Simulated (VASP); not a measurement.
# SiC (P6_3mc) in VASP: a series of runs

SiC is run at these levels: PBE; tasks: single point.

Everything below comes from runs of VASP 6.6.1. Logs are shortened: lines on timing, memory, paths and dates and some standing lists are left out, and cuts for length are marked.

## Step 1: The cell of the first run

It takes space group P6_3mc (No. 186, hexagonal). The conventional cell has a = 3.092 Å, b = 3.092 Å, c = 5.074 Å, α = 90.00°, β = 90.00°, γ = 120.00°. Si (site symmetry 3m) has 4 C at 1.89 to 1.91 Å within 2.5 Å. Within 2.5 Å of C (site symmetry 3m) lie 4 Si at 1.89 to 1.91 Å.

## Step 2: Single point, PBE

Contents of INCAR:

```
SYSTEM = SiC
ALGO = Normal ; EDIFF = 1E-7
ENCUT = 520 ; GGA = PE
ISIF = 2 ; ISMEAR = 0
LASPH = .True. ; LCHARG = .False.
LREAL = .False. ; LWAVE = .False.
NBANDS = 16 ; NELM = 80
PREC = Accurate ; SIGMA = 0.02
```

Contents of KPOINTS:

```
k-points
0
Gamma
  12 12 6
  0 0 0
```

Contents of POSCAR:

```
SiC
1.0
    3.0919365178      0.0000000000      0.0000000000
   -1.5459682589      2.6776955713      0.0000000000
    0.0000000000      0.0000000000      5.0742922890
Si C
2 2
Direct
    0.3333333333      0.6666666667      0.4995817066
    0.6666666667      0.3333333333      0.9995817066
    0.3333333333      0.6666666667      0.8754182934
    0.6666666667      0.3333333333      0.3754182934
```

Potentials or basis: VASP PAW PBE potentials, release 64 (Si, C).

Launch:

```sh
$ cat potpaw_PBE.64/Si/POTCAR potpaw_PBE.64/C/POTCAR > POTCAR
$ mpirun -np 1 vasp_std > vasp.out
```

OUTCAR:

```text
SYSTEM = SiC
   EDIFF = 1E-7
   ENCUT = 520
   GGA = PE
   ISIF = 2
   ISMEAR = 0
   LASPH = .True.
   LREAL = .False.
   NELM = 80
   PREC = Accurate

 ion  position               nearest neighbor table
   1  0.333  0.667  0.500-   4 1.89   4 1.89   4 1.89   3 1.91   2 3.10   2 3.10   2 3.10   2 3.10
                             2 3.10   2 3.10
   2  0.667  0.333  1.000-   3 1.89   3 1.89   3 1.89   4 1.91   1 3.10   1 3.10   1 3.10   1 3.10
                             1 3.10   1 3.10
   3  0.333  0.667  0.875-   2 1.89   2 1.89   2 1.89   1 1.91
   4  0.667  0.333  0.375-   1 1.89   1 1.89   1 1.89   2 1.91

  LATTYP: Found a hexagonal cell.
 ALAT       =     3.0919365178
 C/A-ratio  =     1.6411372807

  Lattice vectors:

 A1 = (   3.0919365178,   0.0000000000,   0.0000000000)
 A2 = (  -1.5459682589,   2.6776955713,   0.0000000000)
 A3 = (   0.0000000000,   0.0000000000,   5.0742922890)

Analysis of symmetry for initial positions (statically):
=====================================================================
 Subroutine PRICEL returns:
 Original cell was already a primitive cell.

 Routine SETGRP: Setting up the symmetry group for a
 hexagonal supercell.

 Subroutine GETGRP returns: Found 12 space group operations
 (whereof  6 operations were pure point group operations)
 out of a pool of 24 trial point group operations.

The static configuration has the point symmetry C_3v.
 The point group associated with its full space group is C_6v.

Analysis of symmetry for dynamics (positions and initial velocities):
=====================================================================
 Subroutine PRICEL returns:
 Original cell was already a primitive cell.

 Routine SETGRP: Setting up the symmetry group for a
 hexagonal supercell.

 Subroutine GETGRP returns: Found 12 space group operations
 (whereof  6 operations were pure point group operations)
 out of a pool of 24 trial point group operations.

The dynamic configuration has the point symmetry C_3v.
 The point group associated with its full space group is C_6v.

 Subroutine INISYM returns: Found 12 space group operations
 (whereof  6 operations are pure point group operations),
 and found     1 'primitive' translations

[... 92 lines left out ...]
   ISPIN  =      1    spin polarized calculation?
   LNONCOLLINEAR =      F non collinear calculations
   LSORBIT =      F    spin-orbit coupling
   LASPH  =      T    aspherical Exc in radial PAW
   ENCUT  =  520.0 eV  38.22 Ry    6.18 a.u.   5.75  5.75  9.43*2*pi/ulx,y,z
   NELM   =     80;   NELMIN=  2; NELMDL= -5     # of ELM steps
   EDIFF  = 0.1E-06   stopping-criterion for ELM
   LREAL  =      F    real-space projection
   EDIFFG = 0.1E-05   stopping-criterion for IOM
   NSW    =      0    number of steps for IOM
   IBRION =     -1    ionic relax: 0-MD 1-quasi-New 2-CG
   NFREE  =      0    steps in history (QN), initial steepest desc. (CG)
   ISIF   =      2    stress and relaxation
   ISYM   =      2    0-nonsym 1-usesym 2-fastsym
   POTIM  = 0.5000    time-step for ionic-motion
   TEBEG  =    0.0;   TEEND  =   0.0 temperature during run
   PSTRESS=    0.0 pullay stress
   NELECT =      16.0000    total number of electrons
   NUPDOWN=      -1.0000    fix difference up-down
   EMIN   =  10.00;   EMAX   =-10.00  energy-range for DOS
   EFERMI =   0.00;   METHOD = LEGACY
   ISMEAR =     0;   SIGMA  =   0.02  broadening in eV -4-tet -1-fermi 0-gaus
   EFERMI_NEDOS =   21; number of points for ismear=-14 and -15
   IALGO  =     38    algorithm
   IMIX   =      4    mixing-type and parameters
     AMIX     =   0.40;   BMIX     =  1.00
     AMIX_MAG =   1.60;   BMIX_MAG =  1.00
  volume/ion in A,a.u.               =      10.50        70.88
  Fermi-wavevector in a.u.,A,eV,Ry     =   1.186658  2.242459 19.159157  1.408158
  Thomas-Fermi vector in A             =   2.322826
   LORBIT       =      0    0 simple, 1 ext, 2 COOP (PROOUT), +10 PAW based schemes
   GGA     = PE    functional components
   LHFCALC =     F    Hartree Fock is set to
   AEXX    =    0.0000 exact exchange contribution
   IVDW    =     0    specifies the selected vdW correction
   LEPSILON=     F    determine dielectric tensor
   LRPA    =     F    only Hartree local field effects (RPA)
 non-spin polarized calculation
 Gauss-broadening in eV      SIGMA  =   0.02
  energy-cutoff  :      520.00
  volume of cell :       42.01
 maximum number of plane-waves:      1170
 NGX is ok and might be reduce to    24
   NGX = 11   NGY = 11   NGZ = 19

 number of electron      16.0000000 magnetization

 Free energy of the ion-electron system (eV)
  ---------------------------------------------------
  ext. energy  EPLUGINS =         0.00000000
  ---------------------------------------------------
  free energy    TOTEN  =       -30.11026377 eV

  energy without entropy =      -30.11026377  energy(sigma->0) =      -30.11026377

 E-fermi :   8.2514     XC(G=0): -11.2826

 val. band max:        8.0839188265   @ k =   0.0000   0.0000   0.0000
 cond. band min:      10.3873383831   @ k =   0.3333   0.3333   0.0000
 fundamental gap:      2.3034195566
 Fermi energy:         8.2513629998

 k-point     1 :       0.0000    0.0000    0.0000
  band No.  band energies     occupation
      1      -7.3614      2.00000
      2      -3.8523      2.00000
      3      -0.5244      2.00000
      4       6.7746      2.00000
      5       6.7746      2.00000
      6       7.9738      2.00000
[... 433 lines left out ...]
      3       0.8011      2.00000
      4       2.5083      2.00000
      5       3.3296      2.00000
      6       5.2623      2.00000
[... 8 lines left out ...]
     15      19.2419      0.00000
     16      20.0159      0.00000

 [... further k-points ...]
[... 5 lines left out ...]
  --------------------------------------------------------------------------------------
  -------------------------------------------------------------------------------------
  Total       -0.0130911     -0.0130911     -0.0098438      0.0000000      0.0000000      0.0000000
  in kB       -0.4992524     -0.4992524     -0.3754100      0.0000000      0.0000000      0.0000000
  external PRESSURE =      -0.4579716 kB  Pullay stress =       0.0000000 kB

 VOLUME and BASIS-vectors are now :
 -----------------------------------------------------------------------------
  energy-cutoff  :      520.00
  volume of cell :       42.01
      direct lattice vectors                 reciprocal lattice vectors
     3.091936518  0.000000000  0.000000000     0.323421905  0.186727724  0.000000000
    -1.545968259  2.677695571  0.000000000     0.000000000  0.373455448  0.000000000
     0.000000000  0.000000000  5.074292289     0.000000000  0.000000000  0.197071817

 POSITION                                       TOTAL-FORCE (eV/Angst)
 -----------------------------------------------------------------------------------
     -0.00000      1.78513      2.53502         0.000000      0.000000      0.000239
      1.54597      0.89257      5.07217        -0.000000      0.000000      0.000239
     -0.00000      1.78513      4.44213        -0.000000      0.000000     -0.000239
      1.54597      0.89257      1.90498         0.000000      0.000000     -0.000239
 -----------------------------------------------------------------------------------
    total drift:                               -0.000000     -0.000000      0.000554

  FREE ENERGIE OF THE ION-ELECTRON SYSTEM (eV)
  ---------------------------------------------------
  free  energy   TOTEN  =       -30.1102637714 eV

  energy  without entropy=      -30.1102637714  energy(sigma->0) =      -30.11026377
```

OSZICAR:

```text
N       E                     dE             d eps       ncg     rms          rms(c)
DAV:   1     0.244783015393E+02    0.24478E+02   -0.71791E+03  2432   0.897E+02
DAV:   2    -0.311861064348E+02   -0.55664E+02   -0.51155E+02  3448   0.156E+02
DAV:   3    -0.337305712546E+02   -0.25445E+01   -0.25350E+01  3216   0.309E+01
DAV:   4    -0.337497451662E+02   -0.19174E-01   -0.19171E-01  2992   0.326E+00
DAV:   5    -0.337499377153E+02   -0.19255E-03   -0.19255E-03  3160   0.310E-01    0.123E+01
DAV:   6    -0.301881957288E+02    0.35617E+01   -0.64430E+00  3072   0.155E+01    0.550E+00
DAV:   7    -0.301278820863E+02    0.60314E-01   -0.10877E+00  3440   0.605E+00    0.245E+00
DAV:   8    -0.301114974285E+02    0.16385E-01   -0.46169E-02  2776   0.138E+00    0.619E-01
DAV:   9    -0.301099121443E+02    0.15853E-02   -0.75821E-03  3120   0.588E-01    0.124E-01
DAV:  10    -0.301102341805E+02   -0.32204E-03   -0.10471E-03  2944   0.186E-01    0.577E-02
DAV:  11    -0.301102620730E+02   -0.27892E-04   -0.10003E-04  2872   0.708E-02    0.138E-02
DAV:  12    -0.301102631912E+02   -0.11182E-05   -0.69003E-06  3152   0.167E-02    0.411E-03
DAV:  13    -0.301102637623E+02   -0.57108E-06   -0.50657E-07  3064   0.466E-03    0.248E-03
DAV:  14    -0.301102637714E+02   -0.91488E-08   -0.34443E-08  1872   0.123E-03
   1 F= -.30110264E+02 E0= -.30110264E+02  d E =-.945168E-35
```

stdout:

```text
POSCAR found type information on POSCAR SiC
 POSCAR found :  2 types and       4 ions
 scaLAPACK will be used
 LDA part: xc-table for (Slater+PW92), standard interpolation
 POSCAR, INCAR and KPOINTS ok, starting setup
 FFT: planning ... GRIDC
 FFT: planning ... GRID_SOFT
 FFT: planning ... GRID
 WAVECAR not read
 entering main loop
```

Run time: 2.3 min. Hardware: 1 thread of AMD EPYC 7R13, shared host; peak memory 0.15 GiB.

Results:

* Free energy: -30.1103 eV
* Pressure: 0.0 GPa
* Band gap on the k mesh: 2.30 eV, indirect (least direct gap 3.94 eV)

A k mesh can miss the band edges.

## Step 3: Single point, PBE

Contents of INCAR:

```
PREC     = Accurate       # precision mode
ENCUT    = 520            # plane-wave cutoff, eV
EDIFF    = 1E-6           # SCF threshold, eV
ISMEAR   = -4             # smearing method
SIGMA    = 0.02           # smearing width, eV
LREAL    = False          # projectors in reciprocal space
LASPH    = True           # aspherical terms in the spheres
NELM     = 100            # most SCF steps
ALGO     = Normal         # electronic algorithm
ISIF     = 2              # what is computed and relaxed
LWAVE    = False          # write WAVECAR
LCHARG   = False          # write CHGCAR
GGA      = PE             # functional
NBANDS   = 16             # bands
```

Contents of KPOINTS:

```
regular mesh
0
Gamma
  12 12 6
```

POSCAR is that of step 2.

Potentials or basis: VASP PAW PBE potentials, release 64 (Si, C).

Launch:

```sh
$ cat potpaw_PBE.64/Si/POTCAR potpaw_PBE.64/C/POTCAR > POTCAR
$ mpirun -np 1 vasp_std > vasp.out
```

Run time: 1.8 min. Hardware: 1 thread of AMD EPYC 7R13, shared host; peak memory 0.15 GiB.

Results (log left out):

| Property | Result |
| --- | --- |
| Free energy | -30.1103 eV |
| Pressure | 0.0 GPa |
| Band gap on the k mesh | 2.30 eV, indirect (least direct gap 3.94 eV) |

Levels at points of the mesh, in eV from the valence-band top:
```csv
k point,band 5,band 6,band 7,band 8,band 9,band 10,band 11,band 12
"(0.00, 0.00, 0.00)",-1.31,-0.11,0.00,0.00,4.67,6.04,6.57,6.57
"(0.50, 0.00, 0.00)",-5.37,-3.29,-3.24,-1.19,2.75,4.21,6.76,7.07
"(0.00, 0.00, 0.50)",-0.71,-0.71,-0.71,-0.71,5.76,5.76,7.27,7.27
"(0.50, 0.00, 0.50)",-2.42,-2.42,-2.31,-2.31,3.25,3.25,5.19,5.19
```

A k mesh can miss the band edges.

## Step 4: Single point, PBE

Contents of INCAR:

```
PREC = Accurate
ENCUT = 520
EDIFF = 1E-6
ISMEAR = 0
SIGMA = 0.02
LREAL = False
LASPH = True
NELM = 100
ALGO = Normal
ISIF = 2
LWAVE = False
LCHARG = False
GGA = PE
NBANDS = 16
```

KPOINTS is that of step 3.

POSCAR is that of step 3.

Launch:

```sh
$ cat potpaw_PBE.64/Si/POTCAR potpaw_PBE.64/C/POTCAR > POTCAR
$ mpirun -np 1 vasp_std > vasp.out
```

It took 1.9 min on 1 thread of AMD EPYC 7R13, shared host; peak memory 0.15 GiB.

It converged, with:

| Quantity | Value |
| --- | --- |
| Free energy | -30.1103 eV |
| Pressure | 0.0 GPa |
| Band gap on the k mesh | 2.30 eV, indirect (least direct gap 3.94 eV) |

Levels at points of the mesh, in eV from the valence-band top:
| k point | band 4 | band 5 | band 6 | band 7 | band 8 | band 9 | band 10 | band 11 | band 12 | band 13 |
| --- | --- | --- | --- | --- | --- | --- | --- | --- | --- | --- |
| (0.00, 0.00, 0.00) | -1.31 | -1.31 | -0.11 | 0.00 | 0.00 | 4.67 | 6.04 | 6.57 | 6.57 | 7.62 |
| (0.50, 0.00, 0.00) | -6.25 | -5.37 | -3.29 | -3.24 | -1.19 | 2.75 | 4.21 | 6.76 | 7.07 | 9.91 |
| (0.00, 0.00, 0.50) | -4.41 | -0.71 | -0.71 | -0.71 | -0.71 | 5.76 | 5.76 | 7.27 | 7.27 | 7.27 |
| (0.50, 0.00, 0.50) | -8.19 | -2.42 | -2.42 | -2.31 | -2.31 | 3.25 | 3.25 | 5.19 | 5.19 | 10.26 |
